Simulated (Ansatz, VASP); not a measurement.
# Si: VASP beside Ansatz

Contents of INCAR:

```
SYSTEM = Si
PREC = Accurate ; ENCUT = 520
EDIFF = 1E-7 ; ISMEAR = 0
SIGMA = 0.05 ; LREAL = .FALSE.
LASPH = .TRUE. ; NELM = 100
ALGO = Normal ; ISIF = 2
LWAVE = .FALSE. ; LCHARG = .FALSE.
GGA = PE ; NBANDS = 11
```

KPOINTS

```
regular mesh
0
G
  8 8 8
  0 0 0
```

The input POSCAR:

```
Si
1.0
    0.0000000000      2.8338957241      2.6869023391
    2.6834838883      0.0000000000      2.6869023391
    2.6834838883      2.8338957241      0.0000000000
Si
2
Direct
    0.5000000000      0.5000000000      0.5000000000
    0.7500000000      0.7500000000      0.7500000000
```

Input for Ansatz:

```yaml
crystal:
  lattice:
    - [0.0, 2.8338957241, 2.6869023391]
    - [2.6834838883, 0.0, 2.6869023391]
    - [2.6834838883, 2.8338957241, 0.0]
  atoms:
    - { symbol: Si, position: [0.5, 0.5, 0.5] }
    - { symbol: Si, position: [0.75, 0.75, 0.75] }
basis:
  ecutwfc: 420
kpoints:
  mp_grid: { grid: [8, 8, 8] }
hamiltonian:
  xc: pbe
  pseudopotentials: { kind: paw, azcp: { folder: soft_1 } }
scf:
  occupations: { method: gaussian, width: 0.05 }
output:
  forces: true
  stress: true
  eigenvalues: true
```

Change from the starting cell: strain +e along x and -e along y -0.0275, strain +e along z and -e/2 along x and y -0.0175.

Alike in both runs: task single point; functional PBE; k mesh 8 × 8 × 8; occupations gaussian, width 0.05 eV; no spin polarisation.

|  | VASP | Ansatz |
| --- | --- | --- |
| version | VASP 6.6.1 | Ansatz 0.2.0 |
| potentials or method | VASP PAW PBE potentials, release 64 (Si), cutoff 520 eV | scalar-relativistic, plane waves, PAW |
| valence electrons in the cell | 8 | 8 |

```tsv
	VASP	Ansatz	Ansatz less VASP
gap on the k mesh at the Fermi level (eV)	0.35	0.35	-0.002
least direct gap on the mesh (eV)	2.28	2.27	-0.002
pressure (GPa)	0.0	0.0	+0.06
traceless stress, the component that is largest in VASP (GPa)	-3.78	-3.77	+0.009
```
